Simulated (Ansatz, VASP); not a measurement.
SnO2: VASP beside Ansatz

```
Sn O
1.0
     1.61863   -2.80354    0.00000
     1.61863    0.93451    4.29183
    -4.85588   -2.80354    0.00000
Sn O
2 4
Direct
  0.50840 0.41804 0.97491
  0.99160 0.58196 0.52509
  0.49602 0.76129 0.78568
  0.00398 0.70031 0.20152
  0.49602 0.29969 0.29848
  0.00398 0.23871 0.71432
```

Change from the starting cell: mode 4 frozen in at -0.352 Å and mode 5 at -0.027 Å (largest displacements).

Alike in both runs: task single point; functional PBE; dispersion D3(BJ); k mesh 8 × 6 × 6; occupations gaussian, width 0.05 eV; no spin polarisation.

```csv
,VASP,Ansatz
version,VASP 6.6.1,Ansatz 0.2.0
potentials or method,"VASP PAW PBE potentials, release 64 (Sn_d, O), cutoff 520 eV","scalar-relativistic, plane waves, PAW"
valence electrons in the cell,52,52
```

|  | VASP | Ansatz | Ansatz less VASP |
| --- | --- | --- | --- |
| gap on the k mesh at the Fermi level (eV) | 0.81 | 0.85 | +0.039 |
| least direct gap on the mesh (eV) | 0.93 | 0.97 | +0.037 |
| pressure (GPa) | -4.2 | -4.8 | -0.61 |
| traceless stress, the component that is largest in VASP (GPa) | -2.59 | -2.16 | +0.424 |
| rms of the force components (eV/Å) | 0.329 | 0.341 | +0.0121 |

Atom by atom the forces differ by 0.027 eV/Å (rms over components).
